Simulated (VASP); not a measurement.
# MgI2 (P-3m1) in VASP: a series of runs

The runs below take MgI2 through single point, relaxation of cell and atoms, with PBE.

All numbers are computed with VASP 6.6.1; they aren't measurements. Logs are shortened: lines on timing, memory, paths and dates and some standing lists are left out, and cuts for length are marked.

### Step 1. The cell of the first run

Symmetry: P-3m1, No. 164, trigonal system. The conventional cell has a = 3.417 Å, b = 3.417 Å, c = 5.739 Å, α = 90.00°, β = 90.00°, γ = 120.00°. Within 3.5 Å of Mg (site symmetry -3m) lie 6 I at 2.56 Å and 6 Mg at 3.42 Å. Within 3.5 Å of I (site symmetry 3m) lie 3 Mg at 2.56 Å and 9 I at 3.16 to 3.42 Å.

### Step 2. Single point, PBE

Input file INCAR:

```
SYSTEM = MgI2
  PREC = Accurate
  ENCUT = 520
  EDIFF = 1E-6
  ISMEAR = 0
  SIGMA = 0.02
  LREAL = .FALSE.
  LASPH = .TRUE.
  NELM = 80
  ALGO = Normal
  ISIF = 2
  LWAVE = .FALSE.
  LCHARG = .FALSE.
  GGA = PE
  NBANDS = 15
```

Input file KPOINTS:

```
Automatic mesh
0
G
  12 12 6
  0 0 0
```

Input file POSCAR:

```
MgI2
1.0
    3.4169886200      0.0000000000      0.0000000000
   -1.7084943100      2.9591989494      0.0000000000
    0.0000000000      0.0000000000      5.7393991239
Mg I
1 2
Direct
    0.0000000000      0.0000000000      0.0000000000
    0.3333333333      0.6666666667      0.7149116918
    0.6666666667      0.3333333333      0.2850883082
```

Potentials or basis: VASP PAW PBE potentials, release 64 (Mg, I).

Run with:

```sh
$ cat potpaw_PBE.64/Mg/POTCAR potpaw_PBE.64/I/POTCAR > POTCAR
$ mpirun -np 1 vasp_std > vasp.out
```

OUTCAR:

```text
SYSTEM = MgI2
   PREC = Accurate
   ENCUT = 520
   EDIFF = 1E-6
   ISMEAR = 0
   LREAL = .FALSE.
   LASPH = .TRUE.
   NELM = 80
   ISIF = 2
   GGA = PE

 ion  position               nearest neighbor table
   1  0.000  0.000  0.000-   2 2.56   3 2.56   3 2.56   2 2.56   3 2.56   2 2.56
   2  0.333  0.667  0.715-   1 2.56   1 2.56   1 2.56   3 3.16   3 3.16   3 3.16
   3  0.667  0.333  0.285-   1 2.56   1 2.56   1 2.56   2 3.16   2 3.16   2 3.16

  LATTYP: Found a hexagonal cell.
 ALAT       =     3.4169886200
 C/A-ratio  =     1.6796658585

  Lattice vectors:

 A1 = (   3.4169886200,   0.0000000000,   0.0000000000)
 A2 = (  -1.7084943100,   2.9591989494,   0.0000000000)
 A3 = (   0.0000000000,   0.0000000000,   5.7393991239)

Analysis of symmetry for initial positions (statically):
=====================================================================
 Subroutine PRICEL returns:
 Original cell was already a primitive cell.

 Routine SETGRP: Setting up the symmetry group for a
 hexagonal supercell.

 Subroutine GETGRP returns: Found 12 space group operations
 (whereof 12 operations were pure point group operations)
 out of a pool of 24 trial point group operations.

The static configuration has the point symmetry D_3d.

Analysis of symmetry for dynamics (positions and initial velocities):
=====================================================================
 Subroutine PRICEL returns:
 Original cell was already a primitive cell.

 Routine SETGRP: Setting up the symmetry group for a
 hexagonal supercell.

 Subroutine GETGRP returns: Found 12 space group operations
 (whereof 12 operations were pure point group operations)
 out of a pool of 24 trial point group operations.

The dynamic configuration has the point symmetry D_3d.

 Subroutine INISYM returns: Found 12 space group operations
 (whereof 12 operations are pure point group operations),
 and found     1 'primitive' translations

----------------------------------------------------------------------------------------

                                     Primitive cell

  volume of cell :      58.0342

  direct lattice vectors                    reciprocal lattice vectors
     3.416988620  0.000000000  0.000000000     0.292655350  0.168964645  0.000000000
    -1.708494310  2.959198949  0.000000000     0.000000000  0.337929290  0.000000000
     0.000000000  0.000000000  5.739399124     0.000000000  0.000000000  0.174234267

  length of vectors
     3.416988620  3.416988620  5.739399124     0.337929290  0.337929290  0.174234267

  position of ions in fractional coordinates (direct lattice)
     0.000000000  0.000000000  0.000000000
     0.333333333  0.666666667  0.714911692
     0.666666667  0.333333333  0.285088308

  ion indices of the primitive-cell ions
   primitive index   ion index
                 1           1
                 2           2
                 3           3

----------------------------------------------------------------------------------------

 KPOINTS: Automatic mesh

Automatic generation of k-mesh.
 Grid dimensions read from file:
 generate k-points for:   12   12    6

 Generating k-lattice:

  Cartesian coordinates                     Fractional coordinates (reciprocal lattice)
     0.024387946  0.014080387  0.000000000     0.083333333 -0.000000000  0.000000000
     0.000000000  0.028160774  0.000000000     0.000000000  0.083333333  0.000000000
     0.000000000  0.000000000  0.029039045     0.000000000  0.000000000  0.166666667

  Length of vectors
     0.028160774  0.028160774  0.029039045

  Shift w.r.t. Gamma in fractional coordinates (k-lattice)
     0.000000000  0.000000000  0.000000000

 Subroutine IBZKPT returns following result:
 ===========================================

 Found    100 irreducible k-points:

 Following reciprocal coordinates:
            Coordinates               Weight
  0.000000  0.000000  0.000000      1.000000
  0.083333  0.000000  0.000000      6.000000
  0.166667 -0.000000  0.000000      6.000000
  0.250000 -0.000000  0.000000      6.000000
[... 48 lines left out ...]
      3       1.8489      2.00000
      4       9.0981      2.00000
      5       9.0981      2.00000
      6      10.0843      2.00000
      7      10.3202      2.00000
      8      10.3202      2.00000
      9      14.8877      0.00000
     10      15.3680      0.00000
     11      16.6391      0.00000
     12      17.2609      0.00000
     13      17.2609      0.00000
     14      18.0266      0.00000
     15      18.0266      0.00000

 k-point     2 :       0.0833    0.0000    0.0000
  band No.  band energies     occupation
      1      -6.1801      2.00000
      2      -3.7394      2.00000
      3       1.9592      2.00000
      4       8.2942      2.00000
      5       8.8507      2.00000
      6       9.7227      2.00000
      7      10.0600      2.00000
      8      10.2825      2.00000
      9      15.1526      0.00000
     10      15.4967      0.00000
     11      16.6827      0.00000
     12      17.3879      0.00000
     13      17.4825      0.00000
     14      17.7433      0.00000
     15      17.8133      0.00000

 k-point     3 :       0.1667   -0.0000    0.0000
  band No.  band energies     occupation
      1      -5.8841      2.00000
      2      -3.5324      2.00000
      3       2.2857      2.00000
      4       6.7209      2.00000
      5       8.3218      2.00000
      6       8.3894      2.00000
      7       9.7880      2.00000
      8      10.0795      2.00000
      9      14.4520      0.00000
     10      15.9428      0.00000
     11      16.2154      0.00000
     12      16.9989      0.00000
     13      17.4442      0.00000
     14      17.7917      0.00000
     15      18.2698      0.00000
[... 343 lines left out ...]
 k-point    23 :       0.1667   -0.0000    0.1667
  band No.  band energies     occupation
      1      -5.7912      2.00000
      2      -3.7599      2.00000
      3       2.7153      2.00000
      4       6.7884      2.00000
      5       8.1282      2.00000
      6       8.3949      2.00000
      7       9.2868      2.00000
      8       9.9475      2.00000
      9      14.7483      0.00000
     10      15.2857      0.00000
     11      16.4392      0.00000
     12      17.0822      0.00000
     13      17.7608      0.00000
     14      18.3516      0.00000
     15      18.5236      0.00000

 k-point    24 :       0.0000    0.1667    0.1667
  band No.  band energies     occupation
      1      -5.7899      2.00000
      2      -3.7634      2.00000
      3       2.7259      2.00000
      4       6.8128      2.00000
      5       7.9981      2.00000
      6       8.4110      2.00000
      7       9.4173      2.00000
      8       9.9277      2.00000
      9      14.5304      0.00000
     10      15.4422      0.00000
     11      16.3587      0.00000
     12      17.2559      0.00000
     13      17.5473      0.00000
     14      17.7943      0.00000
     15      18.8676      0.00000

 [... further k-points ...]

------------------------ aborting loop because EDIFF is reached ----------------------------------------

  FORCE on cell =-STRESS in cart. coord.  units (eV):
  Direction    XX          YY          ZZ          XY          YZ          ZX
  --------------------------------------------------------------------------------------
  -------------------------------------------------------------------------------------
  Total       18.1332273     18.1332273     18.1513837      0.0000000      0.0000000      0.0000000
  in kB      500.6123546    500.6123546    501.1136065      0.0000000      0.0000000      0.0000000
  external PRESSURE =     500.7794385 kB  Pullay stress =       0.0000000 kB

 VOLUME and BASIS-vectors are now :
 -----------------------------------------------------------------------------
  energy-cutoff  :      520.00
  volume of cell :       58.03
      direct lattice vectors                 reciprocal lattice vectors
     3.416988620  0.000000000  0.000000000     0.292655350  0.168964645  0.000000000
    -1.708494310  2.959198949  0.000000000     0.000000000  0.337929290  0.000000000
     0.000000000  0.000000000  5.739399124     0.000000000  0.000000000  0.174234267

 POSITION                                       TOTAL-FORCE (eV/Angst)
 -----------------------------------------------------------------------------------
      0.00000      0.00000      0.00000         0.000000      0.000000      0.000000
     -0.00000      1.97280      4.10316        -0.000000      0.000000     -0.024989
      1.70849      0.98640      1.63624         0.000000      0.000000      0.024989
 -----------------------------------------------------------------------------------
    total drift:                                0.000000     -0.000000      0.000000

  FREE ENERGIE OF THE ION-ELECTRON SYSTEM (eV)
  ---------------------------------------------------
  free  energy   TOTEN  =        -3.4820203113 eV

  energy  without entropy=       -3.4820203113  energy(sigma->0) =       -3.48202031
```

Wall time 74 s (1 thread of Intel Xeon Platinum 8259CL at 2.50GHz (Skylake/Cascade Lake), shared host); peak memory 0.24 GiB.

Results:

```
Free energy            : -3.4820 eV
Pressure               : 50.1 GPa
Largest force          : 0.025 eV/Å
Band gap on the k mesh : 1.58 eV (least direct gap 3.28 eV)
```

Forces on the atoms (eV/Å):
```
Mg   0.000  0.000  0.000
I    0.000  0.000 -0.025
I    0.000  0.000  0.025
```

Levels at points of the mesh, in eV from the valence-band top:
```tsv
k point	band 5	band 6	band 7	band 8	band 9	band 10	band 11	band 12
(0.00, 0.00, 0.00)	-1.22	-0.24	0.00	0.00	4.57	5.05	6.32	6.94
(0.50, 0.00, 0.00)	-5.43	-3.57	-3.39	-1.24	2.04	4.15	4.64	5.83
(0.00, 0.00, 0.50)	-0.81	-0.81	-0.48	-0.48	5.02	5.44	6.44	6.44
(0.50, 0.00, 0.50)	-3.10	-2.86	-2.60	-2.13	2.80	3.01	3.43	3.63
```

Caveat: the cell stands under pressure; spin-orbit coupling is left out, which moves the levels of the heavy elements.

### Step 3. Relaxation of cell and atoms, PBE, target pressure 12 GPa, at which the enthalpy is minimised

This run uses another cell than the first one, of 28.27 Å³/atom.

Input file INCAR:

```
SYSTEM = MgI2
PREC = Accurate
ENCUT = 600
EDIFF = 1E-7
ISMEAR = 0
SIGMA = 0.02
LREAL = .False.
LASPH = .True.
NELM = 80
ALGO = Normal
ISIF = 3
LWAVE = .False.
LCHARG = .False.
GGA = PE
IBRION = 2
NSW = 70
EDIFFG = -0.008
PSTRESS = 120.0
```

Input file KPOINTS:

```
regular mesh
0
Gamma
  6 6 4
  0 0 0
```

Input file POSCAR:

```
MgI2
1.0
    3.9323601135      0.0000000000      0.0000000000
   -1.9661800567      3.4055237551      0.0000000000
    0.0000000000      0.0000000000      6.3323888826
Mg I
1 2
Direct
    0.0000000000      0.0000000000      0.0000000000
    0.3333333333      0.6666666667      0.7428028199
    0.6666666667      0.3333333333      0.2571971801
```

Potentials or basis: VASP PAW PBE potentials, release 64 (Mg, I).

Run with:

```sh
$ cat potpaw_PBE.64/Mg/POTCAR potpaw_PBE.64/I/POTCAR > POTCAR
$ mpirun -np 1 vasp_std > vasp.out
```

Run time: 3.3 min. Hardware: 1 thread of Intel Xeon Platinum 8259CL at 2.50GHz (Skylake/Cascade Lake), shared host; peak memory 0.26 GiB.

The run converged. Its results:

```
Free energy                                                : -6.9231 eV
Relaxed volume                                             : 26.20 Å³/atom
Relaxed cell                                               : a = 3.840 Å, b = 3.840 Å, c = 6.154 Å, α = 90.00°, β = 90.00°, γ = 120.00°
Space group after relaxing (to 0.1 Å)                      : P-3m1 (No. 164)
Energy change on relaxing (the run minimises the enthalpy) : +116.8 meV/atom
Ionic steps                                                : 12
Pressure after relaxing                                    : 12.0 GPa
Largest force after relaxing                               : 0.004 eV/Å
Band gap on the k mesh                                     : 2.93 eV (least direct gap 4.13 eV)
```

Forces in eV/Å, atoms in the order of the input:
```
Mg   0.000  0.000  0.000
I    0.000  0.000 -0.004
I    0.000  0.000  0.004
```

The path:
| step | energy change (eV) | largest force (eV/Å) | pressure (GPa) | volume (Å³) |
| --- | --- | --- | --- | --- |
| 1 | 0.0000 | 0.4060 | 8.28 | 84.80 |
| 2 | 0.5330 | 0.8043 | 15.06 | 77.00 |
| 3 | 0.3260 | 0.6677 | 12.54 | 79.52 |
| 4 | 0.3400 | 0.3469 | 12.36 | 78.89 |
| 5 | 0.3778 | 0.0007 | 12.28 | 78.24 |
| 6 | 0.3752 | 0.0183 | 12.28 | 78.27 |
| 7 | 0.3295 | 0.0106 | 11.70 | 78.88 |
| 8 | 0.3460 | 0.0001 | 11.91 | 78.66 |
| 9 | 0.3496 | 0.0069 | 11.98 | 78.61 |
| 10 | 0.3513 | 0.0102 | 12.01 | 78.58 |
| 11 | 0.3515 | 0.0106 | 12.01 | 78.58 |
| 12 | 0.3505 | 0.0036 | 11.98 | 78.59 |

Final structure:
```
Mg I
1.0
     3.84021    0.00000    0.00000
    -1.92011    3.32572    0.00000
     0.00000    0.00000    6.15379
Mg I
1 2
Cartesian
  3.8402 0.0000 0.0000
  0.0000 2.2171 4.4907
  1.9201 1.1086 1.6631
```

Levels at points of the mesh, in eV from the valence-band top:
```
           k point  band 6  band 7  band 8  band 9  band 10  band 11
(0.00, 0.00, 0.00)   -0.20   -0.20    0.00    4.36     4.55     6.80
(0.50, 0.00, 0.00)   -2.23   -2.00   -0.79    3.35     4.56     5.00
(0.00, 0.00, 0.50)   -0.59   -0.53   -0.53    4.94     5.26     6.36
(0.50, 0.00, 0.50)   -1.63   -1.62   -1.61    3.41     4.34     4.82
```

Caveat: the cell is relaxed towards a set pressure, so the run minimises the enthalpy, not the energy; spin-orbit coupling is left out, which moves the levels of the heavy elements. A k mesh can miss the band edges.

### Step 4. Relaxation of cell and atoms, PBE, target pressure 4 GPa, at which the enthalpy is minimised

This run uses another cell than the first one, of 32.01 Å³/atom.

Input file INCAR:

```
SYSTEM = MgI2
PREC     = Accurate       ! precision mode
ENCUT    = 600            ! plane-wave cutoff, eV
EDIFF    = 1E-6           ! SCF threshold, eV
ISMEAR   = 0              ! smearing method
SIGMA    = 0.02           ! smearing width, eV
LREAL    = .False.        ! projectors in reciprocal space
LASPH    = .True.         ! aspherical terms in the spheres
NELM     = 100            ! most SCF steps
ALGO     = Normal         ! electronic algorithm
ISIF     = 3              ! what is computed and relaxed
LWAVE    = .False.        ! write WAVECAR
LCHARG   = .False.        ! write CHGCAR
GGA      = PE             ! functional
IBRION   = 2              ! ionic algorithm
NSW      = 70             ! ionic steps
EDIFFG   = -0.008         ! ionic threshold
PSTRESS  = 40.0
```

Input file KPOINTS:

```
Automatic mesh
0
Gamma
  6 6 4
  0 0 0
```

Input file POSCAR:

```
MgI2
1.0
    4.0449621843      0.0000000000      0.0000000000
   -2.0224810921      3.5030400090      0.0000000000
    0.0000000000      0.0000000000      6.7773874560
Mg I
1 2
Direct
    0.0000000000      0.0000000000      0.0000000000
    0.3333333333      0.6666666667      0.7593411095
    0.6666666667      0.3333333333      0.2406588905
```

Run with:

```sh
$ cat potpaw_PBE.64/Mg/POTCAR potpaw_PBE.64/I/POTCAR > POTCAR
$ mpirun -np 1 vasp_std > vasp.out
```

It took 3.4 min on 1 thread of Intel Xeon Platinum 8259CL at 2.50GHz (Skylake/Cascade Lake), shared host; peak memory 0.26 GiB.

Results (log left out):

| Item | Value |
| --- | --- |
| Free energy | -7.5357 eV |
| Relaxed volume | 30.60 Å³/atom |
| Relaxed cell | a = 4.037 Å, b = 4.037 Å, c = 6.506 Å, α = 90.00°, β = 90.00°, γ = 120.00° |
| Space group after relaxing (to 0.1 Å) | P-3m1 (No. 164) |
| Energy change on relaxing (the run minimises the enthalpy) | +18.0 meV/atom |
| Ionic steps | 16 |
| Pressure after relaxing | 4.0 GPa |
| Largest force after relaxing | 0.004 eV/Å |
| Band gap on the k mesh | 3.37 eV (least direct gap 3.83 eV) |

Forces in eV/Å, atoms in the order of the input:
```
Mg   0.000  0.000  0.000
I    0.000  0.000 -0.004
I    0.000  0.000  0.004
```

Step by step:
```tsv
step	energy change (eV)	largest force (eV/Å)	pressure (GPa)	volume (Å³)
1	0.0000	0.4152	3.94	96.03
2	-0.0105	0.2964	3.64	95.87
3	-0.0162	0.0520	2.82	95.37
4	0.0077	0.0488	3.20	94.07
5	0.0564	0.0500	3.95	91.84
6	0.0626	0.0507	4.01	91.59
7	0.0608	0.0339	4.04	91.61
8	0.0577	0.0173	4.10	91.67
9	0.0575	0.0243	4.10	91.67
10	0.0520	0.0085	3.98	91.89
11	0.0523	0.0092	3.97	91.88
12	0.0529	0.0112	4.00	91.85
13	0.0526	0.0106	4.01	91.86
14	0.0524	0.0099	4.00	91.87
15	0.0528	0.0079	3.97	91.86
16	0.0539	0.0038	3.99	91.81
```

Final structure:
```yaml
crystal:
  lattice:
    - [4.03667, 0.00000, 0.00000]
    - [-2.01834, 3.49586, 0.00000]
    - [0.00000, 0.00000, 6.50606]
  atoms:
    - { symbol: Mg, position: [0.00000, 0.00000, 0.00000] }
    - { symbol: I, position: [0.33333, 0.66667, 0.74308] }
    - { symbol: I, position: [0.66667, 0.33333, 0.25692] }
```

Levels at points of the mesh, in eV from the valence-band top:
```csv
k point,band 4,band 5,band 6,band 7,band 8,band 9,band 10,band 11,band 12
"(0.00, 0.00, 0.00)",-0.66,-0.66,-0.17,-0.17,0.00,3.83,4.64,6.70,6.70
"(0.50, 0.00, 0.00)",-3.22,-2.50,-1.72,-1.35,-0.61,3.54,5.06,5.16,6.64
"(0.00, 0.00, 0.50)",-2.12,-0.46,-0.46,-0.38,-0.38,4.83,4.91,6.41,6.41
"(0.50, 0.00, 0.50)",-3.88,-1.39,-1.33,-1.13,-1.07,3.43,4.86,5.36,5.70
```

Caveat: the cell is relaxed towards a set pressure, so the run minimises the enthalpy, not the energy; spin-orbit coupling is left out, which moves the levels of the heavy elements; this functional lacks dispersion, which binds the layers, so the pressure and a relaxed spacing across them are unreliable.

### Step 5. The runs side by side

| task | cell | k mesh | cutoff (eV) | gap on the mesh (eV) | pressure (GPa) |
| --- | --- | --- | --- | --- | --- |
| single point | a = 3.417, b = 3.417, c = 5.739 Å, angles 90.0, 90.0, 120.0°, 3 atoms, atomic positions A | 12 × 12 × 6 | 520 | 1.58 | 50.1 |
| relaxation of cell and atoms | relaxed to 12 GPa from a = 3.932, b = 3.932, c = 6.332 Å, angles 90.0, 90.0, 120.0°, 3 atoms, atomic positions B | 6 × 6 × 4 | 600 | 2.93 | 12.0 |
| relaxation of cell and atoms | relaxed to 4 GPa from a = 4.045, b = 4.045, c = 6.777 Å, angles 90.0, 90.0, 120.0°, 3 atoms, atomic positions C | 6 × 6 × 4 | 600 | 3.37 | 4.0 |

Alike in all rows: level PBE; potentials or basis VASP PAW PBE potentials, release 64 (Mg, I); no spin polarisation; smearing gaussian 0.02 eV.

Caveats: spin-orbit coupling is left out, which moves the levels of the heavy elements; the cell is relaxed towards a set pressure, so the run minimises the enthalpy, not the energy (at least some runs); the cell stands under pressure (at least some runs); this functional lacks dispersion, which binds the layers, so the pressure and a relaxed spacing across them are unreliable (at least some runs).

Total energies depend on the potentials used, so only differences within one code and one set of settings carry meaning.
